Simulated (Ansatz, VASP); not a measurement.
## Two plane-wave programs on Be2C3

The input POSCAR:

```
Be2C3
1.0
    3.0178763344      0.0000000000      0.0000000000
   -1.5089381672      2.6135575711      0.0000000000
    0.0000000000      0.0000000000      4.6953253630
Be C
2 3
Direct
    0.3333333333      0.6666666667      0.2450000000
    0.6666666667      0.3333333333      0.7550000000
    0.0000000000      0.0000000000      0.0000000000
    0.3333333333      0.6666666667      0.6450000000
    0.6666666667      0.3333333333      0.3550000000
```

INCAR.step1

```
SYSTEM = Be2C3
PREC     = Accurate       ! precision mode
ENCUT    = 520            ! plane-wave cutoff, eV
ISMEAR   = 0              ! smearing method
SIGMA    = 0.1            ! smearing width, eV
LREAL    = .False.        ! projectors in reciprocal space
LASPH    = .True.         ! aspherical terms in the spheres
NELM     = 80             ! most SCF steps
NBANDS   = 16             ! bands
GGA      = PE             ! functional
ALGO     = Normal         ! electronic algorithm
EDIFF    = 1E-4           ! SCF threshold, eV
LWAVE    = .True.         ! write WAVECAR
LCHARG   = .False.        ! write CHGCAR
```

The input INCAR.step2:

```
SYSTEM = Be2C3
PREC     = Accurate       ! precision mode
ENCUT    = 520            ! plane-wave cutoff, eV
EDIFF    = 1E-6           ! SCF threshold, eV
ISMEAR   = 0              ! smearing method
SIGMA    = 0.1            ! smearing width, eV
LREAL    = .False.        ! projectors in reciprocal space
LASPH    = .True.         ! aspherical terms in the spheres
NELM     = 80             ! most SCF steps
ALGO     = Normal         ! electronic algorithm
ISIF     = 2              ! what is computed and relaxed
LWAVE    = .False.        ! write WAVECAR
LCHARG   = .True.         ! write CHGCAR
METAGGA  = R2SCAN         ! meta-GGA
LMIXTAU  = .True.       
LELF     = .True.         ! ELF
LVHAR    = .True.       
NBANDS   = 16             ! bands
ISTART   = 1
```

KPOINTS

```
regular mesh
0
Gamma
  6 6 4
  0 0 0
```

Input for Ansatz:

```yaml
crystal:
  lattice:
    - [3.0178763344, 0.0, 0.0]
    - [-1.5089381672, 2.6135575711, 0.0]
    - [0.0, 0.0, 4.695325363]
  atoms:
    - { symbol: Be, position: [0.3333333333, 0.6666666667, 0.245] }
    - { symbol: Be, position: [0.6666666667, 0.3333333333, 0.755] }
    - { symbol: C, position: [0.0, 0.0, 0.0] }
    - { symbol: C, position: [0.3333333333, 0.6666666667, 0.645] }
    - { symbol: C, position: [0.6666666667, 0.3333333333, 0.355] }
basis:
  ecutwfc: 500
kpoints:
  mp_grid: { grid: [6, 6, 4] }
hamiltonian:
  xc: r2scan
scf:
  occupations: { method: gaussian, width: 0.1 }
  lower_state_search: "off"
output:
  forces: true
  stress: true
  eigenvalues: true
```

Alike in both runs: task single point; functional r2SCAN; k mesh 6 × 6 × 4; occupations gaussian, width 0.1 eV; no spin polarisation.

|  | VASP | Ansatz |
| --- | --- | --- |
| version | VASP 6.6.1 | Ansatz 0.2.0 |
| potentials or method | VASP PAW PBE potentials, release 64 (Be, C), cutoff 520 eV | scalar-relativistic, plane waves, PAW |
| valence electrons in the cell | 16 | 16 |

|  | VASP | Ansatz | Ansatz less VASP |
| --- | --- | --- | --- |
| gap on the k mesh at the Fermi level (eV) | none | none | - |
| pressure (GPa) | -2.4 | -3.0 | -0.63 |
| traceless stress, the component that is largest in VASP (GPa) | 1.20 | 1.31 | +0.111 |
| rms of the force components (eV/Å) | 0.593 | 0.585 | -0.0088 |

VASP's potentials were made for PBE, not for r2SCAN. Atom by atom the forces differ by 0.013 eV/Å (rms over components). A gap of «none» marks a metal or a gap that the smearing closes. With one functional, cell and mesh, what is left measures potentials, basis and numerics.

The k mesh is coarse, so the values compare programs but aren't converged.
